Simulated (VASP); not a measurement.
# PbN2H4 in VASP: a series of runs

PbN2H4 is run at these levels: PBE; tasks: single point.

Everything below comes from runs of VASP 6.6.1. Logs are shortened: lines on timing, memory, paths and dates and some standing lists are left out, and cuts for length are marked.

### 1 The cell of the first run

The cell holds a molecule in a box, 7 atoms: a = 9.520 Å, b = 11.480 Å, c = 14.070 Å, α = 90.00°, β = 90.00°, γ = 90.00°.

### 2 Single point, PBE

Contents of INCAR:

```
SYSTEM = H4PbN2
ALGO = Normal ; EDIFF = 1E-7
ENCUT = 520 ; GGA = PE
ISIF = 2 ; ISMEAR = 0
LASPH = .TRUE. ; LCHARG = .FALSE.
LREAL = .FALSE. ; LWAVE = .FALSE.
NBANDS = 23 ; NELM = 100
PREC = Accurate ; SIGMA = 0.01
```

Contents of KPOINTS:

```
k-points
0
G
  1 1 1
  0 0 0
```

Contents of POSCAR:

```
H4PbN2
1.0
    9.5200000000      0.0000000000      0.0000000000
    0.0000000000     11.4800000000      0.0000000000
    0.0000000000      0.0000000000     14.0700000000
Pb N H
1 2 4
Direct
    0.5080336100      0.3919860600      0.5009140000
    0.4726890800      0.5210383300      0.6101279300
    0.5269716400      0.5210461700      0.3898237400
    0.4835588200      0.6084477400      0.6001265100
    0.4812111300      0.5017230000      0.6805095900
    0.5195630300      0.4994634100      0.3198294200
    0.5030514700      0.6067735200      0.3989196900
```

Potentials or basis: VASP PAW PBE potentials, release 64 (Pb_d, N, H).

Started as:

```sh
$ cat potpaw_PBE.64/Pb_d/POTCAR potpaw_PBE.64/N/POTCAR potpaw_PBE.64/H/POTCAR > POTCAR
$ mpirun -np 1 vasp_gam > vasp.out
```

OUTCAR:

```text
SYSTEM = H4PbN2
   EDIFF = 1E-7
   ENCUT = 520
   GGA = PE
   ISIF = 2
   ISMEAR = 0
   LASPH = .TRUE.
   LREAL = .FALSE.
   NELM = 100
   PREC = Accurate

 ion  position               nearest neighbor table
   1  0.508  0.392  0.501-   2 2.16   3 2.16
   2  0.473  0.521  0.610-   5 1.02   4 1.02   1 2.16
   3  0.527  0.521  0.390-   6 1.02   7 1.02   1 2.16
   4  0.484  0.608  0.600-   2 1.02
   5  0.481  0.502  0.681-   2 1.02
   6  0.520  0.499  0.320-   3 1.02
   7  0.503  0.607  0.399-   3 1.02

  LATTYP: Found a simple orthorhombic cell.
 ALAT       =     9.5200000000
 B/A-ratio  =     1.2058823529
 C/A-ratio  =     1.4779411765

  Lattice vectors:

 A1 = (   9.5200000000,   0.0000000000,   0.0000000000)
 A2 = (   0.0000000000,  11.4800000000,   0.0000000000)
 A3 = (   0.0000000000,   0.0000000000,  14.0700000000)

Analysis of symmetry for initial positions (statically):
=====================================================================
 Subroutine PRICEL returns:
 Original cell was already a primitive cell.

 Routine SETGRP: Setting up the symmetry group for a
 simple orthorhombic supercell.

 Subroutine GETGRP returns: Found  1 space group operations
 (whereof  1 operations were pure point group operations)
 out of a pool of  8 trial point group operations.

The static configuration has the point symmetry C_1 .

Analysis of symmetry for dynamics (positions and initial velocities):
=====================================================================
 Subroutine PRICEL returns:
 Original cell was already a primitive cell.

 Routine SETGRP: Setting up the symmetry group for a
 simple orthorhombic supercell.

 Subroutine GETGRP returns: Found  1 space group operations
 (whereof  1 operations were pure point group operations)
 out of a pool of  8 trial point group operations.

The dynamic configuration has the point symmetry C_1 .

 Subroutine INISYM returns: Found  1 space group operations
 (whereof  1 operations are pure point group operations),
 and found     1 'primitive' translations

----------------------------------------------------------------------------------------

                                     Primitive cell

  volume of cell :    1537.7047

  direct lattice vectors                    reciprocal lattice vectors
     9.520000000  0.000000000  0.000000000     0.105042017  0.000000000  0.000000000
     0.000000000 11.480000000  0.000000000     0.000000000  0.087108014  0.000000000
     0.000000000  0.000000000 14.070000000     0.000000000  0.000000000  0.071073205

  length of vectors
     9.520000000 11.480000000 14.070000000     0.105042017  0.087108014  0.071073205

  position of ions in fractional coordinates (direct lattice)
     0.508033610  0.391986060  0.500914000
     0.472689080  0.521038330  0.610127930
     0.526971640  0.521046170  0.389823740
     0.483558820  0.608447740  0.600126510
     0.481211130  0.501723000  0.680509590
     0.519563030  0.499463410  0.319829420
     0.503051470  0.606773520  0.398919690

  ion indices of the primitive-cell ions
   primitive index   ion index
                 1           1
                 2           2
                 3           3
                 4           4
                 5           5
                 6           6
                 7           7

----------------------------------------------------------------------------------------

 KPOINTS: k-points

Automatic generation of k-mesh.
 Grid dimensions read from file:
 generate k-points for:    1    1    1

 Generating k-lattice:

  Cartesian coordinates                     Fractional coordinates (reciprocal lattice)
     0.105042017  0.000000000  0.000000000     1.000000000  0.000000000  0.000000000
     0.000000000  0.087108014  0.000000000     0.000000000  1.000000000  0.000000000
     0.000000000  0.000000000  0.071073205     0.000000000  0.000000000  1.000000000

  Length of vectors
     0.105042017  0.087108014  0.071073205

  Shift w.r.t. Gamma in fractional coordinates (k-lattice)
     0.000000000  0.000000000  0.000000000

 Subroutine IBZKPT returns following result:
 ===========================================

 Found      1 irreducible k-points:

 Following reciprocal coordinates:
            Coordinates               Weight
  0.000000  0.000000  0.000000      1.000000
   k-points           NKPTS =      1   k-points in BZ     NKDIM =      1   number of bands    NBANDS=     23
   number of dos      NEDOS =    301   number of ions     NIONS =      7
   total plane-waves  NPLWV = 699840
   dimension x,y,z NGX =    72 NGY =   90 NGZ =  108
   dimension x,y,z NGXF=   144 NGYF=  180 NGZF=  216
   ions per type =               1   2   4
   NGX,Y,Z   is equivalent  to a cutoff of  12.57, 13.03, 12.76 a.u.
   NGXF,Y,Z  is equivalent  to a cutoff of  25.15, 26.07, 25.52 a.u.
 SYSTEM =  H4PbN2
   PREC   = accura    normal or accurate (medium, high low for compatibility)
   ISTART =      0    job   : 0-new  1-cont  2-samecut
   ICHARG =      2    charge: 1-file 2-atom 10-const
   ISPIN  =      1    spin polarized calculation?
   LNONCOLLINEAR =      F non collinear calculations
   LSORBIT =      F    spin-orbit coupling
   LASPH  =      T    aspherical Exc in radial PAW
   ENCUT  =  520.0 eV  38.22 Ry    6.18 a.u.  17.70 21.35 26.16*2*pi/ulx,y,z
   NELM   =    100;   NELMIN=  2; NELMDL= -5     # of ELM steps
   EDIFF  = 0.1E-06   stopping-criterion for ELM
   LREAL  =      F    real-space projection
   EDIFFG = 0.1E-05   stopping-criterion for IOM
   NSW    =      0    number of steps for IOM
   IBRION =     -1    ionic relax: 0-MD 1-quasi-New 2-CG
   NFREE  =      0    steps in history (QN), initial steepest desc. (CG)
   ISIF   =      2    stress and relaxation
   ISYM   =      2    0-nonsym 1-usesym 2-fastsym
   POTIM  = 0.5000    time-step for ionic-motion
   TEBEG  =    0.0;   TEEND  =   0.0 temperature during run
   PSTRESS=    0.0 pullay stress
   NELECT =      28.0000    total number of electrons
   NUPDOWN=      -1.0000    fix difference up-down
   EMIN   =  10.00;   EMAX   =-10.00  energy-range for DOS
   EFERMI =   0.00;   METHOD = LEGACY
   ISMEAR =     0;   SIGMA  =   0.01  broadening in eV -4-tet -1-fermi 0-gaus
   EFERMI_NEDOS =   21; number of points for ismear=-14 and -15
   IALGO  =     38    algorithm
   IMIX   =      4    mixing-type and parameters
     AMIX     =   0.40;   BMIX     =  1.00
     AMIX_MAG =   1.60;   BMIX_MAG =  1.00
  volume/ion in A,a.u.               =     219.67      1482.42
  Fermi-wavevector in a.u.,A,eV,Ry     =   0.430695  0.813896  2.523856  0.185498
  Thomas-Fermi vector in A             =   1.399390
   LORBIT       =      0    0 simple, 1 ext, 2 COOP (PROOUT), +10 PAW based schemes
   GGA     = PE    functional components
   LHFCALC =     F    Hartree Fock is set to
   AEXX    =    0.0000 exact exchange contribution
   IVDW    =     0    specifies the selected vdW correction
   LEPSILON=     F    determine dielectric tensor
   LRPA    =     F    only Hartree local field effects (RPA)
 non-spin polarized calculation
 Gauss-broadening in eV      SIGMA  =   0.01
  energy-cutoff  :      520.00
  volume of cell :     1537.70
 maximum number of plane-waves:     20689
 NGX is ok and might be reduce to    70
   NGX = 35   NGY = 43   NGZ = 53

 number of electron      27.9999996 magnetization

 Free energy of the ion-electron system (eV)
  ---------------------------------------------------
  ext. energy  EPLUGINS =         0.00000000
  ---------------------------------------------------
  free energy    TOTEN  =       -33.82948229 eV

  energy without entropy =      -33.82948229  energy(sigma->0) =      -33.82948229

 E-fermi :  -4.6426     XC(G=0):  -1.0059

 val. band max:       -4.7314976764   @ k =   0.0000   0.0000   0.0000
 cond. band min:      -1.7586867116   @ k =   0.0000   0.0000   0.0000
 fundamental gap:      2.9728109648
 Fermi energy:        -4.6426445197

 k-point     1 :       0.0000    0.0000    0.0000
  band No.  band energies     occupation
      1     -20.6989      2.00000
      2     -20.5957      2.00000
      3     -20.2350      2.00000
      4     -20.1877      2.00000
      5     -20.0464      2.00000
      6     -19.3050      2.00000
[... 15 lines left out ...]
     22       1.1830      0.00000
     23       1.4604      0.00000

------------------------ aborting loop because EDIFF is reached ----------------------------------------

  FORCE on cell =-STRESS in cart. coord.  units (eV):
  Direction    XX          YY          ZZ          XY          YZ          ZX
  --------------------------------------------------------------------------------------
  -------------------------------------------------------------------------------------
  Total       -0.0849486     -0.3824830     -0.3706846      0.0124030     -0.0141053      0.0284653
  in kB       -0.0885103     -0.3985197     -0.3862266      0.0129230     -0.0146967      0.0296588
  external PRESSURE =      -0.2910856 kB  Pullay stress =       0.0000000 kB

 VOLUME and BASIS-vectors are now :
 -----------------------------------------------------------------------------
  energy-cutoff  :      520.00
  volume of cell :     1537.70
      direct lattice vectors                 reciprocal lattice vectors
     9.520000000  0.000000000  0.000000000     0.105042017  0.000000000  0.000000000
     0.000000000 11.480000000  0.000000000     0.000000000  0.087108014  0.000000000
     0.000000000  0.000000000 14.070000000     0.000000000  0.000000000  0.071073205

 POSITION                                       TOTAL-FORCE (eV/Angst)
 -----------------------------------------------------------------------------------
      4.83648      4.50000      7.04786        -0.008104      0.167934      0.004905
      4.50000      5.98152      8.58450         0.004389     -0.043750     -0.017302
      5.01677      5.98161      5.48482         0.000043     -0.056988      0.028054
      4.60348      6.98498      8.44378         0.006770     -0.029985     -0.023473
      4.58113      5.75978      9.57477         0.002165     -0.014933     -0.034274
      4.94624      5.73384      4.50000        -0.000124     -0.010450      0.026913
      4.78905      6.96576      5.61280        -0.005138     -0.011827      0.015176
 -----------------------------------------------------------------------------------
    total drift:                               -0.000233      0.000324      0.000529

  FREE ENERGIE OF THE ION-ELECTRON SYSTEM (eV)
  ---------------------------------------------------
  free  energy   TOTEN  =       -33.8294822909 eV

  energy  without entropy=      -33.8294822909  energy(sigma->0) =      -33.82948229
```

Wall time 2.7 min (1 thread of Oxide Virtual Turin-like, shared host); peak memory 1.1 GiB.

Results:

```
Free energy                     : -33.8295 eV
Largest force                   : 0.168 eV/Å
Gap between the frontier levels : 2.97 eV
```

Forces on the atoms (eV/Å):
```
Pb  -0.008  0.168  0.005
N    0.004 -0.044 -0.017
N    0.000 -0.057  0.028
H    0.007 -0.030 -0.023
H    0.002 -0.015 -0.034
H    0.000 -0.010  0.027
H   -0.005 -0.012  0.015
```

Caveat: spin-orbit coupling is left out, which moves the levels of the heavy elements.

### 3 Single point, PBE, non-collinear spin, zero start, spin-orbit coupling

Contents of INCAR:

```
SYSTEM = H4PbN2
PREC = Accurate
ENCUT = 520
EDIFF = 1E-6
ISMEAR = 0
SIGMA = 0.01
LREAL = .False.
LASPH = .True.
NELM = 150
ALGO = Normal
ISIF = 2
LWAVE = .False.
LCHARG = .False.
MAGMOM = 0 0 0 0 0 0 0 0 0 0 0 0 0 0 0 0 0 0 0 0 0
LORBIT = 11
LSORBIT = .True.
GGA_COMPAT = .False.
LORBMOM = .True.
GGA = PE
NBANDS = 45
```

Contents of KPOINTS:

```
regular mesh
0
Gamma
  1 1 1
  0 0 0
```

POSCAR is that of step 2.

Potentials or basis: VASP PAW PBE potentials, release 64 (Pb_d, N, H).

Started as:

```sh
$ cat potpaw_PBE.64/Pb_d/POTCAR potpaw_PBE.64/N/POTCAR potpaw_PBE.64/H/POTCAR > POTCAR
$ mpirun -np 1 vasp_ncl > vasp.out
```

It took 16 min on 1 thread of Oxide Virtual Turin-like, shared host; peak memory 3.6 GiB.

The run converged. Its results:

* Free energy: -34.2563 eV
* Largest force: 0.243 eV/Å
* Net moment: 0.00 μB per cell
* Valence electrons inside the program's atomic spheres: Pb 11.98; N 3.85; H 0.72

Forces in eV/Å, atoms in the order of the input:
```
Pb  -0.013  0.243  0.004
N   -0.014 -0.056 -0.027
N    0.021 -0.067  0.038
H    0.018 -0.035 -0.045
H    0.011 -0.036 -0.042
H   -0.008 -0.032  0.035
H   -0.016 -0.018  0.037
```

Moments on the atoms (μB; x, y, z):
```
Pb  0.00 0.00 0.00
N   0.00 0.00 0.00
N   0.00 0.00 0.00
H   0.00 0.00 0.00
H   0.00 0.00 0.00
H   0.00 0.00 0.00
H   0.00 0.00 0.00
```
